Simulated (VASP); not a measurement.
# Tl (P6_3/mmc) in VASP: notebook

The runs below take Tl through single point, relaxation of cell and atoms, with LDA.

Everything below comes from runs of VASP 6.6.1. Logs are shortened: lines on timing, memory, paths and dates and some standing lists are left out, and cuts for length are marked.

## (1) The cell of the first run

It takes space group P6_3/mmc (No. 194, hexagonal). Conventional cell: a = 3.308 Å, b = 3.308 Å, c = 5.294 Å, α = 90.00°, β = 90.00°, γ = 120.00°. Within 4.3 Å of Tl (site symmetry -6m2) lie 12 Tl at 3.26 to 3.31 Å.

## (2) Single point, LDA (25.09 Å³/atom)

The input, INCAR:

```
ALGO = Normal ; EDIFF = 1E-6
ENCUT = 520 ; ISIF = 2
ISMEAR = -1 ; LASPH = True
LCHARG = False ; LREAL = False
LWAVE = False ; NBANDS = 20
NELM = 100 ; PREC = Accurate
SIGMA = 0.1
```

The input, KPOINTS:

```
k-points
0
Gamma
  17 17 10
```

The input, POSCAR:

```
Tl
1.0
    3.3081665456      0.0000000000      0.0000000000
   -1.6540832728      2.8649562685      0.0000000000
    0.0000000000      0.0000000000      5.2938049596
Tl
2
Direct
    0.3333333333      0.6666666667      0.2500000000
    0.6666666667      0.3333333333      0.7500000000
```

Potentials or basis: VASP PAW LDA potentials, release 64 (Tl_d).

Launch:

```console
$ cat potpaw_LDA.64/Tl_d/POTCAR > POTCAR
$ mpirun -np 1 vasp_std > vasp.out
```

OUTCAR:

```text
EDIFF = 1E-6
   ENCUT = 520
   ISIF = 2
   ISMEAR = -1
   LASPH = True
   LREAL = False
   NELM = 100
   PREC = Accurate

 ion  position               nearest neighbor table
   1  0.333  0.667  0.250-   2 3.26   2 3.26   2 3.26   2 3.26   2 3.26   2 3.26
   2  0.667  0.333  0.750-   1 3.26   1 3.26   1 3.26   1 3.26   1 3.26   1 3.26

  LATTYP: Found a hexagonal cell.
 ALAT       =     3.3081665456
 C/A-ratio  =     1.6002232314

  Lattice vectors:

 A1 = (   3.3081665456,   0.0000000000,   0.0000000000)
 A2 = (  -1.6540832728,   2.8649562685,   0.0000000000)
 A3 = (   0.0000000000,   0.0000000000,   5.2938049596)

Analysis of symmetry for initial positions (statically):
=====================================================================
 Subroutine PRICEL returns:
 Original cell was already a primitive cell.

 Routine SETGRP: Setting up the symmetry group for a
 hexagonal supercell.

 Subroutine GETGRP returns: Found 24 space group operations
 (whereof 12 operations were pure point group operations)
 out of a pool of 24 trial point group operations.

The static configuration has the point symmetry D_3d.
 The point group associated with its full space group is D_6h.

Analysis of symmetry for dynamics (positions and initial velocities):
=====================================================================
 Subroutine PRICEL returns:
 Original cell was already a primitive cell.

 Routine SETGRP: Setting up the symmetry group for a
 hexagonal supercell.

 Subroutine GETGRP returns: Found 24 space group operations
 (whereof 12 operations were pure point group operations)
 out of a pool of 24 trial point group operations.

The dynamic configuration has the point symmetry D_3d.
 The point group associated with its full space group is D_6h.

 Subroutine INISYM returns: Found 24 space group operations
 (whereof 12 operations are pure point group operations),
 and found     1 'primitive' translations

----------------------------------------------------------------------------------------

                                     Primitive cell

  volume of cell :      50.1734

  direct lattice vectors                    reciprocal lattice vectors
     3.308166546  0.000000000  0.000000000     0.302282242  0.174522734  0.000000000
    -1.654083273  2.864956268  0.000000000     0.000000000  0.349045467  0.000000000
     0.000000000  0.000000000  5.293804960     0.000000000  0.000000000  0.188900046

  length of vectors
     3.308166546  3.308166546  5.293804960     0.349045467  0.349045467  0.188900046

[... 79 lines left out ...]
   NELM   =    100;   NELMIN=  2; NELMDL= -5     # of ELM steps
   EDIFF  = 0.1E-05   stopping-criterion for ELM
   LREAL  =      F    real-space projection
   EDIFFG = 0.1E-04   stopping-criterion for IOM
   NSW    =      0    number of steps for IOM
   IBRION =     -1    ionic relax: 0-MD 1-quasi-New 2-CG
   NFREE  =      0    steps in history (QN), initial steepest desc. (CG)
   ISIF   =      2    stress and relaxation
   ISYM   =      2    0-nonsym 1-usesym 2-fastsym
   POTIM  = 0.5000    time-step for ionic-motion
   TEBEG  =    0.0;   TEEND  =   0.0 temperature during run
   PSTRESS=    0.0 pullay stress
   NELECT =      26.0000    total number of electrons
   NUPDOWN=      -1.0000    fix difference up-down
   EMIN   =  10.00;   EMAX   =-10.00  energy-range for DOS
   EFERMI =   0.00;   METHOD = LEGACY
   ISMEAR =    -1;   SIGMA  =   0.10  broadening in eV -4-tet -1-fermi 0-gaus
   EFERMI_NEDOS =   21; number of points for ismear=-14 and -15
   IALGO  =     38    algorithm
   IMIX   =      4    mixing-type and parameters
     AMIX     =   0.40;   BMIX     =  1.00
     AMIX_MAG =   1.60;   BMIX_MAG =  1.00
  volume/ion in A,a.u.               =      25.09       169.29
  Fermi-wavevector in a.u.,A,eV,Ry     =   1.314947  2.484889 23.525631  1.729085
  Thomas-Fermi vector in A             =   2.445164
   LORBIT       =      0    0 simple, 1 ext, 2 COOP (PROOUT), +10 PAW based schemes
   GGA     = CA    functional components
   LHFCALC =     F    Hartree Fock is set to
   AEXX    =    0.0000 exact exchange contribution
   IVDW    =     0    specifies the selected vdW correction
   LEPSILON=     F    determine dielectric tensor
   LRPA    =     F    only Hartree local field effects (RPA)
 non-spin polarized calculation
  energy-cutoff  :      520.00
  volume of cell :       50.17
 maximum number of plane-waves:      1387
 NGX is ok and might be reduce to    28
   NGX = 13   NGY = 13   NGZ = 19

 number of electron      26.0000003 magnetization

 Free energy of the ion-electron system (eV)
  ---------------------------------------------------
  ext. energy  EPLUGINS =         0.00000000
  ---------------------------------------------------
  free energy    TOTEN  =        -5.82035712 eV

  energy without entropy =       -5.79495409  energy(sigma->0) =       -5.80765561

 E-fermi :   7.8092     XC(G=0): -11.1676

 val. band max:        7.8075453758   @ k =   0.2941   0.2353   0.1000
 cond. band min:       7.8295539649   @ k =   0.2941   0.0588   0.0000
 fundamental gap:      0.0220085891
 Fermi energy:         7.8091916186

 k-point     1 :       0.0000    0.0000    0.0000
  band No.  band energies     occupation
      1      -4.3485      2.00000
      2      -3.9612      2.00000
      3      -3.9339      2.00000
      4      -3.9339      2.00000
      5      -3.8559      2.00000
      6      -3.8559      2.00000
[... 541 lines left out ...]
     19      17.2765      0.00000
     20      20.2069      0.00000

 [... further k-points ...]

------------------------ aborting loop because EDIFF is reached ----------------------------------------

  FORCE on cell =-STRESS in cart. coord.  units (eV):
  Direction    XX          YY          ZZ          XY          YZ          ZX
  --------------------------------------------------------------------------------------
  -------------------------------------------------------------------------------------
  Total        1.4517360      1.4517360      1.5070518      0.0000000      0.0000000      0.0000000
  in kB       46.3580270     46.3580270     48.1244144      0.0000000      0.0000000      0.0000000
  external PRESSURE =      46.9468228 kB  Pullay stress =       0.0000000 kB

 VOLUME and BASIS-vectors are now :
 -----------------------------------------------------------------------------
  energy-cutoff  :      520.00
  volume of cell :       50.17
      direct lattice vectors                 reciprocal lattice vectors
     3.308166546  0.000000000  0.000000000     0.302282242  0.174522734  0.000000000
    -1.654083273  2.864956268  0.000000000     0.000000000  0.349045467  0.000000000
     0.000000000  0.000000000  5.293804960     0.000000000  0.000000000  0.188900046

 POSITION                                       TOTAL-FORCE (eV/Angst)
 -----------------------------------------------------------------------------------
     -0.00000      1.90997      1.32345         0.000000     -0.000000      0.000000
      1.65408      0.95499      3.97035        -0.000000      0.000000      0.000000
 -----------------------------------------------------------------------------------
    total drift:                               -0.000000      0.000000     -0.000000

  FREE ENERGIE OF THE ION-ELECTRON SYSTEM (eV)
  ---------------------------------------------------
  free  energy   TOTEN  =        -5.8203571243 eV

  energy  without entropy=       -5.7949540937  energy(sigma->0) =       -5.80765561
```

OSZICAR:

```text
N       E                     dE             d eps       ncg     rms          rms(c)
DAV:   1     0.133616248718E+03    0.13362E+03   -0.14335E+04  7968   0.125E+03
DAV:   2    -0.327109954294E+01   -0.13689E+03   -0.13415E+03  8672   0.286E+02
DAV:   3    -0.589505530914E+01   -0.26240E+01   -0.26146E+01  9216   0.351E+01
DAV:   4    -0.590898457084E+01   -0.13929E-01   -0.13928E-01  8432   0.283E+00
DAV:   5    -0.590915074763E+01   -0.16618E-03   -0.16618E-03  8880   0.309E-01    0.485E+00
DAV:   6    -0.583628967897E+01    0.72861E-01   -0.11242E-01  8308   0.279E+00    0.326E+00
DAV:   7    -0.582205160949E+01    0.14238E-01   -0.55338E-02  8440   0.192E+00    0.788E-01
DAV:   8    -0.582035301668E+01    0.16986E-02   -0.70294E-03  8260   0.668E-01    0.493E-02
DAV:   9    -0.582035793327E+01   -0.49166E-05   -0.40413E-05  8964   0.521E-02    0.925E-03
DAV:  10    -0.582035712434E+01    0.80893E-06   -0.20248E-06  5584   0.122E-02
   1 F= -.58203571E+01 E0= -.58076556E+01  d E =-.254030E-01
```

It took 46 s on 1 thread of Intel Xeon 6975P-C (Granite Rapids), shared host; peak memory 0.27 GiB.

What came out:

| Quantity | Value |
| --- | --- |
| Free energy | -5.8204 eV |
| Pressure | 4.7 GPa |
| Band gap on the k mesh | zero (bands 13 and 14 overlap by 6.69 eV) |

Stress tensor (GPa, compression positive):
```
4.64 0.00 0.00
0.00 4.64 0.00
0.00 0.00 4.81
```

Levels at points of the mesh, in eV from the Fermi level:
```csv
k point,band 9,band 10,band 11,band 12,band 13,band 14,band 15,band 16,band 17,band 18
"(0.00, 0.00, 0.00)",-11.11,-11.11,-11.06,-5.08,-3.46,8.81,8.81,10.56,11.20,11.20
"(0.00, 0.00, 0.50)",-11.26,-11.26,-9.40,-9.40,3.78,3.78,9.88,9.88,9.88,9.88
```

Caveat: the cell stands under pressure; spin-orbit coupling is left out, which moves the levels of the heavy elements.

## (3) Relaxation of cell and atoms, LDA

This run uses another cell than the first one, of 28.04 Å³/atom.

The input, INCAR:

```
PREC     = Accurate       # precision mode
ENCUT    = 600            # plane-wave cutoff, eV
EDIFF    = 1E-7           # SCF threshold, eV
ISMEAR   = -1             # smearing method
SIGMA    = 0.1            # smearing width, eV
LREAL    = False          # projectors in reciprocal space
LASPH    = True           # aspherical terms in the spheres
NELM     = 80             # most SCF steps
ALGO     = Normal         # electronic algorithm
ISIF     = 3              # what is computed and relaxed
LWAVE    = False          # write WAVECAR
LCHARG   = False          # write CHGCAR
GGA      = CA             # functional
IBRION   = 2              # ionic algorithm
NSW      = 80             # ionic steps
EDIFFG   = -0.01          # ionic threshold
```

The input, KPOINTS:

```
regular mesh
0
Gamma
  11 11 6
```

The input, POSCAR:

```
Tl
1.0
    3.4380020186      0.0000000000      0.0000000000
   -1.7190010093      2.9773970864      0.0000000000
    0.0000000000      0.0000000000      5.4780000000
Tl
2
Direct
    0.3333333333      0.6666666667      0.2500000000
    0.6666666667      0.3333333333      0.7500000000
```

Potentials or basis: VASP PAW LDA potentials, release 64 (Tl_d).

Launch:

```console
$ cat potpaw_LDA.64/Tl_d/POTCAR > POTCAR
$ mpirun -np 1 vasp_std > vasp.out
```

OUTCAR:

```text
PREC = Accurate
   ENCUT = 600
   EDIFF = 1E-7
   ISMEAR = -1
   LREAL = False
   LASPH = True
   NELM = 80
   ISIF = 3
   GGA = CA
   IBRION = 2
   NSW = 80
   EDIFFG = -0.01

 ion  position               nearest neighbor table
   1  0.333  0.667  0.250-   2 3.38   2 3.38   2 3.38   2 3.38   2 3.38   2 3.38
   2  0.667  0.333  0.750-   1 3.38   1 3.38   1 3.38   1 3.38   1 3.38   1 3.38

  LATTYP: Found a hexagonal cell.
 ALAT       =     3.4380020186
 C/A-ratio  =     1.5933673018

  Lattice vectors:

 A1 = (   3.4380020186,   0.0000000000,   0.0000000000)
 A2 = (  -1.7190010093,   2.9773970864,   0.0000000000)
 A3 = (   0.0000000000,   0.0000000000,   5.4780000000)

Analysis of symmetry for initial positions (statically):
=====================================================================
 Subroutine PRICEL returns:
 Original cell was already a primitive cell.

 Routine SETGRP: Setting up the symmetry group for a
 hexagonal supercell.

 Subroutine GETGRP returns: Found 24 space group operations
 (whereof 12 operations were pure point group operations)
 out of a pool of 24 trial point group operations.

The static configuration has the point symmetry D_3d.
 The point group associated with its full space group is D_6h.

Analysis of symmetry for dynamics (positions and initial velocities):
=====================================================================
 Subroutine PRICEL returns:
 Original cell was already a primitive cell.

 Routine SETGRP: Setting up the symmetry group for a
 hexagonal supercell.

 Subroutine GETGRP returns: Found 24 space group operations
 (whereof 12 operations were pure point group operations)
 out of a pool of 24 trial point group operations.

The dynamic configuration has the point symmetry D_3d.
 The point group associated with its full space group is D_6h.

[... 123 lines left out ...]
   GGA     = CA    functional components
   LHFCALC =     F    Hartree Fock is set to
   AEXX    =    0.0000 exact exchange contribution
   IVDW    =     0    specifies the selected vdW correction
   LEPSILON=     F    determine dielectric tensor
   LRPA    =     F    only Hartree local field effects (RPA)
 conjugate gradient relaxation of ions
 non-spin polarized calculation
  energy-cutoff  :      600.00
  volume of cell :       56.07
 maximum number of plane-waves:      1886
 NGX is ok and might be reduce to    28
   NGX = 13   NGY = 13   NGZ = 21

--------------------------------------- Ionic step        1  -------------------------------------------

 number of electron      26.0000004 magnetization

 Free energy of the ion-electron system (eV)
  ---------------------------------------------------
  ext. energy  EPLUGINS =         0.00000000
  ---------------------------------------------------
  free energy    TOTEN  =        -5.88604356 eV

  energy without entropy =       -5.85645594  energy(sigma->0) =       -5.87124975

------------------------ aborting loop because EDIFF is reached ----------------------------------------

  FORCE on cell =-STRESS in cart. coord.  units (eV):
  Direction    XX          YY          ZZ          XY          YZ          ZX
  --------------------------------------------------------------------------------------
  -------------------------------------------------------------------------------------
  Total       -0.3417513     -0.3417513     -0.3332736      0.0000000     -0.0000000      0.0000000
  in kB       -9.7646310     -9.7646310     -9.5224043      0.0000000     -0.0000000      0.0000000
  external PRESSURE =      -9.6838888 kB  Pullay stress =       0.0000000 kB
[... 167 lines left out ...]
--------------------------------------- Ionic step        6  -------------------------------------------

 number of electron      26.0000006 magnetization

 Free energy of the ion-electron system (eV)
  ---------------------------------------------------
  ext. energy  EPLUGINS =         0.00000000
  ---------------------------------------------------
  free energy    TOTEN  =        -5.89024912 eV

  energy without entropy =       -5.86164483  energy(sigma->0) =       -5.87594698

 E-fermi :   6.7322     XC(G=0): -10.7260

 val. band max:        6.6989333446   @ k =   0.3636   0.0000   0.0000
 cond. band min:       6.7620943519   @ k =   0.2727   0.1818   0.5000
 fundamental gap:      0.0631610073
 Fermi energy:         6.7321655156

 k-point     1 :       0.0000    0.0000    0.0000
  band No.  band energies     occupation
      1      -5.1000      2.00000
      2      -4.8222      2.00000
      3      -4.7989      2.00000
      4      -4.7989      2.00000
      5      -4.7379      2.00000
      6      -4.7379      2.00000
[... 457 lines left out ...]
      4      -4.7647      2.00000
      5      -4.7462      2.00000
      6      -4.5990      2.00000
[... 9 lines left out ...]
     16      12.9578      0.00000
     17      14.9274      0.00000

 [... further k-points ...]

------------------------ aborting loop because EDIFF is reached ----------------------------------------

  FORCE on cell =-STRESS in cart. coord.  units (eV):
  Direction    XX          YY          ZZ          XY          YZ          ZX
  --------------------------------------------------------------------------------------
  -------------------------------------------------------------------------------------
  Total        0.0042094      0.0042094      0.0008825     -0.0000000      0.0000000      0.0000000
  in kB        0.1232789      0.1232789      0.0258458     -0.0000000      0.0000000      0.0000000
  external PRESSURE =       0.0908012 kB  Pullay stress =       0.0000000 kB
[... 17 lines left out ...]
  FREE ENERGIE OF THE ION-ELECTRON SYSTEM (eV)
  ---------------------------------------------------
  free  energy   TOTEN  =        -5.8902491241 eV

  energy  without entropy=       -5.8616448287  energy(sigma->0) =       -5.87594698

 reached required accuracy - stopping structural energy minimisation
```

CONTCAR:

```text
Tl
   1.00000000000000
     3.4038609897594823    0.0000000000000001    0.0000000000000000
    -1.7019304948797411    2.9478300881118762   -0.0000000000000000
     0.0000000000000000   -0.0000000000000000    5.4521949408175052
  Tl
     2
Direct
     0.3333333332999970    0.6666666667000030    0.2500000000000000
     0.6666666667000030    0.3333333332999970    0.7500000000000000

  0.00000000E+00  0.00000000E+00  0.00000000E+00
  0.00000000E+00  0.00000000E+00  0.00000000E+00
```

Run time: 72 s. Hardware: 1 thread of Intel Xeon 6975P-C (Granite Rapids), shared host; peak memory 0.21 GiB.

What came out:

| Item | Value |
| --- | --- |
| Free energy | -5.8902 eV |
| Relaxed volume | 27.35 Å³/atom |
| Relaxed cell | a = 3.404 Å, b = 3.404 Å, c = 5.452 Å, α = 90.00°, β = 90.00°, γ = 120.00° |
| Space group after relaxing (to 0.1 Å) | P6_3/mmc (No. 194) |
| Energy gained by relaxing | 2.1 meV/atom |
| Ionic steps | 6 |
| Pressure after relaxing | 0.0 GPa |
| Band gap on the k mesh | zero (bands 13 and 14 overlap by 5.94 eV) |

Step by step:
| step | energy change (eV) | largest force (eV/Å) | pressure (GPa) | volume (Å³) |
| --- | --- | --- | --- | --- |
| 1 | 0.0000 | 0.0000 | -0.97 | 56.07 |
| 2 | -0.0041 | 0.0000 | 0.02 | 54.71 |
| 3 | -0.0041 | 0.0000 | 0.00 | 54.74 |
| 4 | -0.0042 | 0.0000 | 0.01 | 54.73 |
| 5 | -0.0042 | 0.0000 | 0.01 | 54.72 |
| 6 | -0.0042 | 0.0000 | 0.01 | 54.71 |

Final structure:
```cif
data_structure
_symmetry_space_group_name_H-M 'P 1'
_symmetry_Int_Tables_number 1
_cell_length_a 3.4039
_cell_length_b 3.4039
_cell_length_c 5.4522
_cell_angle_alpha 90.000
_cell_angle_beta 90.000
_cell_angle_gamma 120.000
_cell_volume 54.71
loop_
_atom_site_label
_atom_site_type_symbol
_atom_site_fract_x
_atom_site_fract_y
_atom_site_fract_z
_atom_site_occupancy
Tl1 Tl 0.33333 0.66667 0.25000 1
Tl2 Tl 0.66667 0.33333 0.75000 1
```

Caveat: spin-orbit coupling is left out, which moves the levels of the heavy elements. Zero-point motion and thermal expansion aren't in these numbers.

## (4) Single point, LDA (26.18 Å³/atom)

This run uses another cell than the first one, of 26.18 Å³/atom.

The input, INCAR:

```
SYSTEM = Tl
PREC = Accurate
ENCUT = 520
EDIFF = 1E-6
ISMEAR = -1
SIGMA = 0.1
LREAL = .FALSE.
LASPH = .TRUE.
NELM = 80
ALGO = Normal
ISIF = 2
LWAVE = .FALSE.
LCHARG = .TRUE.
GGA = CA
LELF = .TRUE.
LVHAR = .TRUE.
NBANDS = 20
```

The input, KPOINTS:

```
Automatic mesh
0
G
  17 17 10
  0 0 0
```

The input, POSCAR:

```
Tl
1.0
    3.3554324536      0.0000000000      0.0000000000
   -1.6777162268      2.9058897455      0.0000000000
    0.0000000000      0.0000000000      5.3694409635
Tl
2
Direct
    0.3333333333      0.6666666667      0.2500000000
    0.6666666667      0.3333333333      0.7500000000
```

Launch:

```console
$ cat potpaw_LDA.64/Tl_d/POTCAR > POTCAR
$ mpirun -np 1 vasp_std > vasp.out
```

Run time: 50 s. Hardware: 1 thread of Intel Xeon 6975P-C (Granite Rapids), shared host; peak memory 0.27 GiB.

It converged, with:

```
Free energy            : -5.8669 eV
Pressure               : 2.1 GPa
Band gap on the k mesh : zero (bands 13 and 14 overlap by 6.36 eV)
```

Levels at points of the mesh, in eV from the Fermi level:
| k point | band 9 | band 10 | band 11 | band 12 | band 13 | band 14 | band 15 | band 16 | band 17 | band 18 |
| --- | --- | --- | --- | --- | --- | --- | --- | --- | --- | --- |
| (0.00, 0.00, 0.00) | -11.08 | -11.08 | -10.72 | -5.10 | -3.25 | 8.52 | 8.52 | 10.50 | 10.80 | 10.80 |
| (0.00, 0.00, 0.50) | -11.22 | -11.22 | -9.14 | -9.14 | 3.62 | 3.62 | 9.56 | 9.56 | 9.56 | 9.56 |

Caveat: spin-orbit coupling is left out, which moves the levels of the heavy elements.

[end of part 1 of 2]
